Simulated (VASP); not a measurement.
A run of VASP 6.6.1:

POSCAR

```
Rh2Au
1.0
    0.0000000000      2.9950080000      0.0000000000
    2.9950080000      0.0000000000      0.0000000000
    1.4975040000      1.4975040000     -5.3791760000
Rh Au
2 1
Direct
    0.3400000000      0.3400000000      0.3200000000
    0.6600000000      0.6600000000      0.6800000000
    0.0000000000      0.0000000000      0.0000000000
```

File INCAR.step1:

```
SYSTEM = Rh2Au
  PREC = Accurate
  ENCUT = 520
  EDIFF = 1E-7
  ISMEAR = -1
  SIGMA = 0.1
  LREAL = .FALSE.
  LASPH = .TRUE.
  NELM = 80
  ALGO = Normal
  ISIF = 2
  LWAVE = .FALSE.
  LCHARG = .TRUE.
  LMAXMIX = 4
  GGA = PE
  NBANDS = 28
```

The input KPOINTS.step1:

```
Automatic mesh
0
G
  12 12 12
  0 0 0
```

The input INCAR.step2:

```
SYSTEM = Rh2Au
  PREC = Accurate
  ENCUT = 520
  EDIFF = 1E-7
  ISMEAR = -5
  SIGMA = 0.1
  LREAL = .FALSE.
  LASPH = .TRUE.
  NELM = 80
  ALGO = Normal
  ISIF = 2
  LWAVE = .FALSE.
  LCHARG = .FALSE.
  LMAXMIX = 4
  GGA = PE
  LORBIT = 10
  NBANDS = 28
  NEDOS = 2001
  ICHARG = 11
```

Contents of KPOINTS.step2:

```
Automatic mesh
0
G
  18 18 18
  0 0 0
```

Potentials or basis: VASP PAW PBE potentials, release 64 (Rh_pv, Au).

Command:

```sh
$ cat potpaw_PBE.64/Rh_pv/POTCAR potpaw_PBE.64/Au/POTCAR > POTCAR
$ cp INCAR.step1 INCAR
$ cp KPOINTS.step1 KPOINTS
$ mpirun -np 1 vasp_std > vasp.out
$ cp INCAR.step2 INCAR
$ cp KPOINTS.step2 KPOINTS
$ mpirun -np 1 vasp_std > vasp.out
```

Hardware: 1 thread of Intel(R) Xeon(R) 6975P-C (Granite Rapids), on a shared host.

Estimate the wall time of this run.

Run time: 2.9 min on 1 thread of Intel(R) Xeon(R) 6975P-C (Granite Rapids), on a shared host, peak memory 0.69 GiB. Counts: k points 480.
